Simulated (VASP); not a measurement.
A run of VASP 6.6.1 is set up as follows.

Contents of INCAR:

```
ALGO = Normal ; EDIFF = 1E-7
EDIFFG = -0.005 ; ENCUT = 600
GGA = PS ; IBRION = 2
ISIF = 3 ; ISMEAR = -1
LASPH = T ; LCHARG = F
LREAL = F ; LWAVE = F
NELM = 60 ; NSW = 60
PREC = Accurate ; PSTRESS = 300.0
SIGMA = 0.1
```

The input KPOINTS:

```
k-points
0
Gamma
  16 16 9
```

POSCAR

```
Ti
1.0
    2.6980571065      0.0000000000      0.0000000000
   -1.3490285532      2.3365859950      0.0000000000
    0.0000000000      0.0000000000      4.3708525125
Ti
2
Direct
    0.3333333333      0.6666666667      0.2500000000
    0.6666666667      0.3333333333      0.7500000000
```

Potentials or basis: VASP PAW PBE potentials, release 64 (Ti_sv).

Launch:

```bash
$ cat potpaw_PBE.64/Ti_sv/POTCAR > POTCAR
$ mpirun -np 1 vasp_std > vasp.out
```

Question: Estimate the relaxed volume.

Answer: 13.87 Å³/atom.

Question: Predict the band gap on the k mesh.

Answer: Zero (bands 12 and 13 overlap by 1.22 eV).

Question: What does it give for the space group after relaxing (to 0.1 Å)?

Answer: P6_3/mmc (No. 194).

Question: What does it give for the relaxed cell?

Answer: a = 2.716 Å, b = 2.716 Å, c = 4.341 Å, α = 90.00°, β = 90.00°, γ = 120.00°.

The path:
| step | energy change (eV) | largest force (eV/Å) | pressure (GPa) | volume (Å³) |
| --- | --- | --- | --- | --- |
| 1 | 0.0000 | 0.0000 | 31.19 | 27.55 |
| 2 | -0.0770 | 0.0000 | 28.16 | 27.96 |
| 3 | -0.0427 | 0.0000 | 29.56 | 27.78 |
| 4 | -0.0372 | 0.0000 | 29.84 | 27.74 |
| 5 | -0.0350 | 0.0000 | 29.97 | 27.73 |

Caveat: the cell is relaxed towards a set pressure, so the run minimises the enthalpy, not the energy; the PAW data sets were made with another functional, which shifts forces and pressure a little.
